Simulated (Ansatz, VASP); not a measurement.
# Sb: VASP beside Ansatz

```
Sb
1.0
     3.30023    0.00000    0.00000
    -1.65011    2.85808    0.00000
     0.00000    0.00000    5.22119
Sb
2
Direct
  0.33333 0.66667 0.25000
  0.66667 0.33333 0.75000
```

Change from the starting cell: volume scaled by 0.94.

Alike in both runs: task single point; functional LDA; k mesh 12 × 12 × 7; occupations fermi-dirac, width 0.03 eV; no spin polarisation.

```csv
,VASP,Ansatz
version,VASP 6.6.1,Ansatz 0.2.0
potentials or method,"VASP PAW LDA potentials, release 64 (Sb), cutoff 520 eV","all-electron LAPW, scalar-relativistic"
```

```csv
,VASP,Ansatz,Ansatz less VASP
pressure (GPa),3.5,3.3,-0.15
"traceless stress, the component that is largest in VASP (GPa)",-1.08,-1.10,-0.019
```

LDA's correlation is that of Perdew and Zunger in VASP and of Perdew and Wang (1992) in Ansatz. Ansatz ran all-electron here, and VASP with PAW potentials.

Spin-orbit coupling is off throughout.
